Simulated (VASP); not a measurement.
# TeSe4 (P-43m) in VASP: single point with PBE

Aim: the single point of TeSe4 with PBE.

Everything below comes from runs of VASP 6.6.1. Logs are shortened: lines on timing, memory, paths and dates and some standing lists are left out, and cuts for length are marked.

## Step 1: The cell of the first run

Symmetry: P-43m, No. 215, cubic system. Conventional cell: a = 5.441 Å, b = 5.441 Å, c = 5.441 Å, α = 90.00°, β = 90.00°, γ = 90.00°. Within 3.1 Å of Te (site symmetry -43m) lie 4 Se at 2.36 Å. Within 3.1 Å of Se (site symmetry 3m) lie 1 Te at 2.36 Å.

The cell was generated, and may not be a known phase.

## Step 2: Single point, PBE

INCAR

```
PREC = Accurate ; ENCUT = 520
EDIFF = 1E-6 ; ISMEAR = 0
SIGMA = 0.1 ; LREAL = False
LASPH = True ; NELM = 100
ALGO = Normal ; ISIF = 2
LWAVE = False ; LCHARG = True
GGA = PE ; LELF = True
LVHAR = True ; NBANDS = 23
```

KPOINTS

```
regular mesh
0
Gamma
  4 4 4
```

POSCAR

```
TeSe4
1.0
    5.4413285600      0.0000000000      0.0000000000
    0.0000000000      5.4413285600      0.0000000000
    0.0000000000      0.0000000000      5.4413285600
Te Se
1 4
Direct
    0.0000000000      0.0000000000      0.0000000000
    0.2500000000      0.2500000000      0.2500000000
    0.7500000000      0.7500000000      0.2500000000
    0.2500000000      0.7500000000      0.7500000000
    0.7500000000      0.2500000000      0.7500000000
```

Potentials or basis: VASP PAW PBE potentials, release 64 (Te, Se).

Run with:

```console
$ cat potpaw_PBE.64/Te/POTCAR potpaw_PBE.64/Se/POTCAR > POTCAR
$ mpirun -np 1 vasp_std > vasp.out
```

OUTCAR:

```text
PREC = Accurate
   ENCUT = 520
   EDIFF = 1E-6
   ISMEAR = 0
   LREAL = False
   LASPH = True
   NELM = 100
   ISIF = 2
   GGA = PE

 ion  position               nearest neighbor table
   1  0.000  0.000  0.000-   2 2.36   3 2.36   4 2.36   5 2.36
   2  0.250  0.250  0.250-   1 2.36
   3  0.750  0.750  0.250-   1 2.36
   4  0.250  0.750  0.750-   1 2.36
   5  0.750  0.250  0.750-   1 2.36

  LATTYP: Found a simple cubic cell.
 ALAT       =     5.4413285600

  Lattice vectors:

 A1 = (   5.4413285600,   0.0000000000,   0.0000000000)
 A2 = (   0.0000000000,   5.4413285600,   0.0000000000)
 A3 = (   0.0000000000,   0.0000000000,   5.4413285600)

Analysis of symmetry for initial positions (statically):
=====================================================================
 Subroutine PRICEL returns:
 Original cell was already a primitive cell.

 Routine SETGRP: Setting up the symmetry group for a
 simple cubic supercell.

 Subroutine GETGRP returns: Found 24 space group operations
 (whereof 24 operations were pure point group operations)
 out of a pool of 48 trial point group operations.

The static configuration has the point symmetry T_d .

Analysis of symmetry for dynamics (positions and initial velocities):
=====================================================================
 Subroutine PRICEL returns:
 Original cell was already a primitive cell.

 Routine SETGRP: Setting up the symmetry group for a
 simple cubic supercell.

 Subroutine GETGRP returns: Found 24 space group operations
 (whereof 24 operations were pure point group operations)
 out of a pool of 48 trial point group operations.

The dynamic configuration has the point symmetry T_d .

 Subroutine INISYM returns: Found 24 space group operations
 (whereof 24 operations are pure point group operations),
 and found     1 'primitive' translations

----------------------------------------------------------------------------------------

                                     Primitive cell

  volume of cell :     161.1072

  direct lattice vectors                    reciprocal lattice vectors
     5.441328560  0.000000000  0.000000000     0.183778647  0.000000000  0.000000000
     0.000000000  5.441328560  0.000000000     0.000000000  0.183778647  0.000000000
     0.000000000  0.000000000  5.441328560     0.000000000  0.000000000  0.183778647

  length of vectors
     5.441328560  5.441328560  5.441328560     0.183778647  0.183778647  0.183778647

  position of ions in fractional coordinates (direct lattice)
     0.000000000  0.000000000  0.000000000
     0.250000000  0.250000000  0.250000000
     0.750000000  0.750000000  0.250000000
     0.250000000  0.750000000  0.750000000
     0.750000000  0.250000000  0.750000000

  ion indices of the primitive-cell ions
   primitive index   ion index
                 1           1
                 2           2
                 3           3
                 4           4
                 5           5

----------------------------------------------------------------------------------------

 KPOINTS: regular mesh

Automatic generation of k-mesh.
 Grid dimensions read from file:
 generate k-points for:    4    4    4

 Generating k-lattice:

  Cartesian coordinates                     Fractional coordinates (reciprocal lattice)
     0.045944662  0.000000000  0.000000000     0.250000000  0.000000000  0.000000000
     0.000000000  0.045944662  0.000000000     0.000000000  0.250000000  0.000000000
     0.000000000  0.000000000  0.045944662     0.000000000  0.000000000  0.250000000

  Length of vectors
     0.045944662  0.045944662  0.045944662

  Shift w.r.t. Gamma in fractional coordinates (k-lattice)
     0.000000000  0.000000000  0.000000000

 Subroutine IBZKPT returns following result:
 ===========================================

 Found     10 irreducible k-points:

 Following reciprocal coordinates:
            Coordinates               Weight
  0.000000  0.000000  0.000000      1.000000
  0.250000  0.000000  0.000000      6.000000
  0.500000  0.000000  0.000000      3.000000
  0.250000  0.250000  0.000000     12.000000
  0.500000  0.250000  0.000000     12.000000
  0.500000  0.500000  0.000000      3.000000
  0.250000  0.250000  0.250000      8.000000
  0.500000  0.250000  0.250000     12.000000
  0.500000  0.500000  0.250000      6.000000
  0.500000  0.500000  0.500000      1.000000
   k-points           NKPTS =     10   k-points in BZ     NKDIM =     10   number of bands    NBANDS=     23
   number of dos      NEDOS =    301   number of ions     NIONS =      5
   total plane-waves  NPLWV =  64000
   dimension x,y,z NGX =    40 NGY =   40 NGZ =   40
   dimension x,y,z NGXF=    80 NGYF=   80 NGZF=   80
   ions per type =               1   4
   NGX,Y,Z   is equivalent  to a cutoff of  12.22, 12.22, 12.22 a.u.
   NGXF,Y,Z  is equivalent  to a cutoff of  24.44, 24.44, 24.44 a.u.
 SYSTEM =  unknown system
   PREC   = accura    normal or accurate (medium, high low for compatibility)
   ISTART =      0    job   : 0-new  1-cont  2-samecut
   ICHARG =      2    charge: 1-file 2-atom 10-const
   ISPIN  =      1    spin polarized calculation?
   LNONCOLLINEAR =      F non collinear calculations
   LSORBIT =      F    spin-orbit coupling
   LASPH  =      T    aspherical Exc in radial PAW
   ENCUT  =  520.0 eV  38.22 Ry    6.18 a.u.  10.12 10.12 10.12*2*pi/ulx,y,z
   NELM   =    100;   NELMIN=  2; NELMDL= -5     # of ELM steps
   EDIFF  = 0.1E-05   stopping-criterion for ELM
   LREAL  =      F    real-space projection
   EDIFFG = 0.1E-04   stopping-criterion for IOM
   NSW    =      0    number of steps for IOM
   IBRION =     -1    ionic relax: 0-MD 1-quasi-New 2-CG
   NFREE  =      0    steps in history (QN), initial steepest desc. (CG)
   ISIF   =      2    stress and relaxation
   ISYM   =      2    0-nonsym 1-usesym 2-fastsym
   POTIM  = 0.5000    time-step for ionic-motion
   TEBEG  =    0.0;   TEEND  =   0.0 temperature during run
   PSTRESS=    0.0 pullay stress
   NELECT =      30.0000    total number of electrons
   NUPDOWN=      -1.0000    fix difference up-down
   EMIN   =  10.00;   EMAX   =-10.00  energy-range for DOS
   EFERMI =   0.00;   METHOD = LEGACY
   ISMEAR =     0;   SIGMA  =   0.10  broadening in eV -4-tet -1-fermi 0-gaus
   EFERMI_NEDOS =   21; number of points for ismear=-14 and -15
   IALGO  =     38    algorithm
   IMIX   =      4    mixing-type and parameters
     AMIX     =   0.40;   BMIX     =  1.00
     AMIX_MAG =   1.60;   BMIX_MAG =  1.00
  volume/ion in A,a.u.               =      32.22       217.44
  Fermi-wavevector in a.u.,A,eV,Ry     =   0.934854  1.766617 11.890830  0.873951
  Thomas-Fermi vector in A             =   2.061701
   LORBIT       =      0    0 simple, 1 ext, 2 COOP (PROOUT), +10 PAW based schemes
   GGA     = PE    functional components
   LHFCALC =     F    Hartree Fock is set to
   AEXX    =    0.0000 exact exchange contribution
   IVDW    =     0    specifies the selected vdW correction
   LEPSILON=     F    determine dielectric tensor
   LRPA    =     F    only Hartree local field effects (RPA)
 non-spin polarized calculation
 Gauss-broadening in eV      SIGMA  =   0.10
  energy-cutoff  :      520.00
  volume of cell :      161.11
 maximum number of plane-waves:      4385
   NGX = 21   NGY = 21   NGZ = 21

 number of electron      30.0000007 magnetization

 Free energy of the ion-electron system (eV)
  ---------------------------------------------------
  ext. energy  EPLUGINS =         0.00000000
  ---------------------------------------------------
  free energy    TOTEN  =       -13.23957674 eV

  energy without entropy =      -13.18585329  energy(sigma->0) =      -13.21271502

 E-fermi :   1.7368     XC(G=0):  -8.3306

 val. band max:        1.7347064830   @ k =   0.2500   0.0000   0.0000
 cond. band min:       1.7455524351   @ k =   0.5000   0.2500   0.2500
 fundamental gap:      0.0108459521
 Fermi energy:         1.7367723783

 k-point     1 :       0.0000    0.0000    0.0000
  band No.  band energies     occupation
      1     -13.6825      2.00000
      2     -10.4493      2.00000
      3     -10.4493      2.00000
      4     -10.4493      2.00000
      5      -7.6913      2.00000
      6      -2.5754      2.00000
[... 15 lines left out ...]
     22       7.9749      0.00000
     23       7.9749      0.00000

 k-point     2 :       0.2500    0.0000    0.0000
  band No.  band energies     occupation
      1     -13.6279      2.00000
      2     -10.6593      2.00000
      3     -10.4406      2.00000
      4     -10.4406      2.00000
      5      -7.4471      2.00000
      6      -2.8449      2.00000
[... 15 lines left out ...]
     22       8.2940      0.00000
     23       8.8407      0.00000

 k-point     3 :       0.5000    0.0000    0.0000
  band No.  band energies     occupation
      1     -13.5688      2.00000
      2     -10.8531      2.00000
      3     -10.4319      2.00000
      4     -10.4319      2.00000
      5      -7.2129      2.00000
      6      -3.1035      2.00000
[... 15 lines left out ...]
     22       9.1755      0.00000
     23       9.1980      0.00000

 k-point     4 :       0.2500    0.2500    0.0000
  band No.  band energies     occupation
      1     -13.5792      2.00000
      2     -10.6665      2.00000
      3     -10.5658      2.00000
      4     -10.4547      2.00000
      5      -7.2862      2.00000
      6      -3.1193      2.00000
[... 15 lines left out ...]
     22       8.8376      0.00000
     23       8.9038      0.00000

 k-point     5 :       0.5000    0.2500    0.0000
  band No.  band energies     occupation
      1     -13.5269      2.00000
      2     -10.7888      2.00000
      3     -10.5549      2.00000
      4     -10.4820      2.00000
      5      -7.1330      2.00000
      6      -3.3282      2.00000
[... 15 lines left out ...]
     22       9.1265      0.00000
     23       9.3732      0.00000

 k-point     6 :       0.5000    0.5000    0.0000
  band No.  band energies     occupation
      1     -13.4827      2.00000
      2     -10.6757      2.00000
      3     -10.6757      2.00000
      4     -10.5812      2.00000
      5      -7.0570      2.00000
      6      -3.5016      2.00000
[... 15 lines left out ...]
     22       9.4543      0.00000
     23       9.8619      0.00000

 k-point     7 :       0.2500    0.2500    0.2500
  band No.  band energies     occupation
      1     -13.5363      2.00000
      2     -10.6761      2.00000
      3     -10.5544      2.00000
      4     -10.5544      2.00000
      5      -7.2272      2.00000
      6      -3.1231      2.00000
[... 15 lines left out ...]
     22       9.0138      0.00000
     23       9.0138      0.00000

 k-point     8 :       0.5000    0.2500    0.2500
  band No.  band energies     occupation
      1     -13.4908      2.00000
      2     -10.7425      2.00000
      3     -10.5955      2.00000
      4     -10.5428      2.00000
      5      -7.1717      2.00000
      6      -3.2337      2.00000
[... 15 lines left out ...]
     22       8.9923      0.00000
     23       9.1952      0.00000

 k-point     9 :       0.5000    0.5000    0.2500
  band No.  band energies     occupation
      1     -13.4530      2.00000
      2     -10.6619      2.00000
      3     -10.6619      2.00000
      4     -10.6134      2.00000
      5      -7.2044      2.00000
      6      -3.3220      2.00000
[... 15 lines left out ...]
     22       9.0751      0.00000
     23       9.1385      0.00000

 k-point    10 :       0.5000    0.5000    0.5000
  band No.  band energies     occupation
      1     -13.4223      2.00000
      2     -10.6480      2.00000
      3     -10.6480      2.00000
      4     -10.6480      2.00000
      5      -7.3326      2.00000
      6      -3.2056      2.00000
[... 15 lines left out ...]
     22       8.5864      0.00000
     23       8.5864      0.00000

------------------------ aborting loop because EDIFF is reached ----------------------------------------

  FORCE on cell =-STRESS in cart. coord.  units (eV):
  Direction    XX          YY          ZZ          XY          YZ          ZX
  --------------------------------------------------------------------------------------
  -------------------------------------------------------------------------------------
  Total        5.4527664      5.4527664      5.4527664     -0.0000000     -0.0000000     -0.0000000
  in kB       54.2266312     54.2266312     54.2266312     -0.0000000     -0.0000000     -0.0000000
  external PRESSURE =      54.2266312 kB  Pullay stress =       0.0000000 kB

 VOLUME and BASIS-vectors are now :
 -----------------------------------------------------------------------------
  energy-cutoff  :      520.00
  volume of cell :      161.11
      direct lattice vectors                 reciprocal lattice vectors
     5.441328560  0.000000000  0.000000000     0.183778647  0.000000000  0.000000000
     0.000000000  5.441328560  0.000000000     0.000000000  0.183778647  0.000000000
     0.000000000  0.000000000  5.441328560     0.000000000  0.000000000  0.183778647

 POSITION                                       TOTAL-FORCE (eV/Angst)
 -----------------------------------------------------------------------------------
      0.00000      0.00000      0.00000        -0.000000     -0.000000     -0.000000
      1.36033      1.36033      1.36033         1.168148      1.168148      1.168148
      4.08100      4.08100      1.36033        -1.168148     -1.168148      1.168148
      1.36033      4.08100      4.08100         1.168148     -1.168148     -1.168148
      4.08100      1.36033      4.08100        -1.168148      1.168148     -1.168148
 -----------------------------------------------------------------------------------
    total drift:                                0.000000      0.000000      0.000000

  FREE ENERGIE OF THE ION-ELECTRON SYSTEM (eV)
  ---------------------------------------------------
  free  energy   TOTEN  =       -13.2395767430 eV

  energy  without entropy=      -13.1858532931  energy(sigma->0) =      -13.21271502
```

Wall time 41 s (1 thread of AMD EPYC 7R13 (Zen 3), shared host); peak memory 0.21 GiB.

Results:

| Item | Value |
| --- | --- |
| Free energy | -13.2396 eV |
| Pressure | 5.4 GPa |
| Band gap on the k mesh | zero (bands 15 and 16 overlap by 0.52 eV) |

Caveat: the cell stands under pressure; spin-orbit coupling is left out, which moves the levels of the heavy elements.
